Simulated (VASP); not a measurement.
Input of a VASP 6.6.1 run:

The input INCAR:

```
SYSTEM = Ga
PREC     = Accurate       ! precision mode
ENCUT    = 520            ! plane-wave cutoff, eV
EDIFF    = 1E-6           ! SCF threshold, eV
ISMEAR   = 0              ! smearing method
SIGMA    = 0.1            ! smearing width, eV
LREAL    = .False.        ! projectors in reciprocal space
LASPH    = .True.         ! aspherical terms in the spheres
NELM     = 80             ! most SCF steps
ALGO     = Fast           ! electronic algorithm
ISIF     = 2              ! what is computed and relaxed
LWAVE    = .False.        ! write WAVECAR
LCHARG   = .False.        ! write CHGCAR
GGA      = PS             ! functional
NBANDS   = 20             ! bands
```

File KPOINTS:

```
Automatic mesh
0
Gamma
  16 16 14
  0 0 0
```

POSCAR

```
Ga
1.0
    1.4140886501     -4.0731389189      0.0000000000
    1.4140886501      4.0731389189      0.0000000000
    0.0000000000      0.0000000000      3.4244569577
Ga
2
Direct
    0.8658601960      0.1341398040      0.2500000000
    0.1341398040      0.8658601960      0.7500000000
```

Potentials or basis: VASP PAW PBE potentials, release 64 (Ga_d).

Launch:

```sh
$ cat potpaw_PBE.64/Ga_d/POTCAR > POTCAR
$ mpirun -np 1 vasp_std > vasp.out
```

Question: Estimate the pressure.

Answer: -4.5 GPa.

Question: What does it give for the band gap on the k mesh?

Answer: Zero (bands 13 and 14 overlap by 7.92 eV).

Question: Estimate the largest force.

Answer: 0.008 eV/Å.

Stress tensor (GPa, compression positive):
```
-4.44  0.00  0.00
 0.00 -4.60  0.00
 0.00  0.00 -4.52
```

Caveat: the cell stands under tension; the PAW data sets were made with another functional, which shifts forces and pressure a little.
